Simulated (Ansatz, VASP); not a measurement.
# GaAs: VASP beside Ansatz

INCAR

```
PREC = Accurate
ENCUT = 520
EDIFF = 1E-6
ISMEAR = 0
SIGMA = 0.05
LREAL = False
LASPH = True
NELM = 150
ALGO = Normal
ISIF = 2
LWAVE = False
LCHARG = False
ISPIN = 2
MAGMOM = 3 1
LORBIT = 11
GGA = PE
NBANDS = 20
```

Contents of KPOINTS:

```
Automatic mesh
0
Gamma
  8 8 8
```

File POSCAR:

```
GaAs
1.0
    0.0000000000      2.8268505379      2.8268505379
    2.8268505379      0.0000000000      2.8268505379
    2.8268505379      2.8268505379      0.0000000000
Ga As
1 1
Direct
    0.0000000000      0.0000000000      0.0000000000
    0.7500000000      0.7500000000      0.7500000000
```

Input for Ansatz:

```yaml
crystal:
  lattice:
    - [0.0, 2.8268505379, 2.8268505379]
    - [2.8268505379, 0.0, 2.8268505379]
    - [2.8268505379, 2.8268505379, 0.0]
  atoms:
    - { symbol: Ga, position: [0.0, 0.0, 0.0], spin: 3.0 }
    - { symbol: As, position: [0.75, 0.75, 0.75], spin: 1.0 }
basis:
  ecutwfc: 420
  ecutrho_ratio: 4
kpoints:
  mp_grid: { grid: [8, 8, 8] }
hamiltonian:
  xc: pbe
scf:
  occupations: { method: gaussian, width: 0.05 }
  n_extra_bands: 8
output:
  forces: true
  stress: true
magnetization:
  spin_polarized: true
```

Alike in both runs: task single point; functional PBE; k mesh 8 × 8 × 8; occupations gaussian, width 0.05 eV; collinear spin.

|  | VASP | Ansatz |
| --- | --- | --- |
| version | VASP 6.6.1 | Ansatz 0.2.0 |
| potentials or method | VASP PAW PBE potentials, release 64 (Ga_d, As), cutoff 520 eV | scalar-relativistic, plane waves, PAW |
| valence electrons in the cell | 18 | 28 |

```tsv
	VASP	Ansatz	Ansatz less VASP
pressure (GPa)	3.5	3.3	-0.19
net moment per atom (μB)	0.00	0.00	0.000
```

With one functional, cell and mesh, what is left measures potentials, basis and numerics. VASP's potentials hold 18 valence electrons a cell and Ansatz's 28, so a difference there can come from the potentials and not from the codes. Ansatz's warnings: seeded moment not kept.
